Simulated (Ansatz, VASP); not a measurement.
## One calculation of MoSe, two programs

The input POSCAR:

```
MoSe
1.0
    0.0000000000      3.1108253274      3.1108253274
    3.1108253274      0.0000000000      3.1108253274
    3.1108253274      3.1108253274      0.0000000000
Mo Se
1 1
Direct
    0.0000000000      0.0000000000      0.0000000000
    0.2500000000      0.2500000000      0.2500000000
```

File INCAR.step1:

```
ALGO = Normal
EDIFF = 1E-4
ENCUT = 520
GGA = PE
ISMEAR = 0
ISPIN = 2
LASPH = T
LCHARG = F
LDAU = T
LDAUJ = 0 0
LDAUL = 2 -1
LDAUTYPE = 2
LDAUU = 4.38 0
LMAXMIX = 4
LREAL = F
LWAVE = T
MAGMOM = 3.5 0
NBANDS = 21
NELM = 150
PREC = Accurate
SIGMA = 0.1
```

Contents of INCAR.step2:

```
ALGO = Normal
EDIFF = 1E-6
ENCUT = 520
ISIF = 2
ISMEAR = 0
ISPIN = 2
ISTART = 1
LASPH = T
LCHARG = F
LDAU = T
LDAUJ = 0 0
LDAUL = 2 -1
LDAUPRINT = 1
LDAUTYPE = 2
LDAUU = 4.38 0
LMAXMIX = 4
LMIXTAU = T
LORBIT = 11
LREAL = F
LWAVE = F
MAGMOM = 3.5 0
METAGGA = R2SCAN
NBANDS = 21
NELM = 150
PREC = Accurate
SIGMA = 0.1
```

File KPOINTS:

```
k-points
0
Gamma
  12 12 12
```

Input for Ansatz:

```yaml
crystal:
  lattice:
    - [0.0, 3.1108252945, 3.1108252945]
    - [3.1108252945, 0.0, 3.1108252945]
    - [3.1108252945, 3.1108252945, 0.0]
  atoms:
    - { symbol: Mo, position: [0.0, 0.0, 0.0], spin: 3.5 }
    - { symbol: Se, position: [0.25, 0.25, 0.25] }
basis:
  ecutwfc: 500
kpoints:
  mp_grid: { grid: [12, 12, 12] }
hamiltonian:
  xc: r2scan
  hubbard: { sites: [{ species: Mo, l: d, u_eff: 4.38 }] }
scf:
  occupations: { method: gaussian, width: 0.1 }
output:
  forces: true
  stress: true
  eigenvalues: true
  populations: true
magnetization:
  spin_polarized: true
```

Alike in both runs: task single point; functional r2SCAN; k mesh 12 × 12 × 12; occupations gaussian, width 0.1 eV; collinear spin; Hubbard terms Mo d U = 4.38 eV.

```csv
,VASP,Ansatz
version,VASP 6.6.1,Ansatz 0.2.0
potentials or method,"VASP PAW PBE potentials, release 64 (Mo_sv, Se), cutoff 520 eV","scalar-relativistic, plane waves, PAW"
valence electrons in the cell,20,30
```

```tsv
	VASP	Ansatz	Ansatz less VASP
gap on the k mesh at the Fermi level (eV)	none	none	-
pressure (GPa)	-0.8	0.0	+0.86
net moment per atom (μB)	2.00	2.00	0.000
size of the moment on the site where the two differ most (μB)	3.68	3.24	-0.437
```

VASP's potentials were made for PBE, not for r2SCAN. Site moments also hang on the region over which each program counts them. The programs project onto different local orbitals, so the same U acts differently, and such runs can settle in different states. A gap of «none» marks a metal or a gap that the smearing closes. VASP's potentials hold 20 valence electrons a cell and Ansatz's 30, so a difference there can come from the potentials and not from the codes. Ansatz's warnings: filled band counts differ across k points, stability check not made.
